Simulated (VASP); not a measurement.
Runs of VASP 6.6.1 on Re. The structure is that of space group P6/mmm (No. 191), or close to it. The cells are those of the table. 

```tsv
task	cell	cutoff (eV)	k mesh for the DOS	occupations for the DOS	gap on the mesh (eV)	pressure (GPa)
relaxation of cell and atoms	relaxed from a = 4.372, b = 4.372, c = 2.711 Å, angles 90.0, 90.0, 120.0°, 3 atoms	600	-	-	none	0.0
single point	a = 4.053, b = 4.053, c = 2.500 Å, angles 90.0, 90.0, 120.0°, 3 atoms	520	-	-	none	(a)
single point	a = 4.383, b = 4.383, c = 2.741 Å, angles 90.0, 90.0, 120.0°, 3 atoms	520	-	-	none	-0.8
relaxation of shape and atoms at fixed volume	relaxed from a = 4.034, b = 4.034, c = 2.523 Å, angles 90.0, 90.0, 120.0°, 3 atoms	600	-	-	none	149.5
```

Alike in all rows: level PBE; potentials or basis VASP PAW PBE potentials, release 64 (Re); no spin polarisation; k mesh 9 × 9 × 13; smearing fermi-dirac 0.08 eV.

Task: Fill in the values left out.

Result: (a) 149.4.

Caveats: spin-orbit coupling is left out, which moves the levels of the heavy elements.

A k mesh can miss the band edges, and the runs leave out spin-orbit coupling on Re.

A gap of «none» marks levels without a gap at the run's occupations.
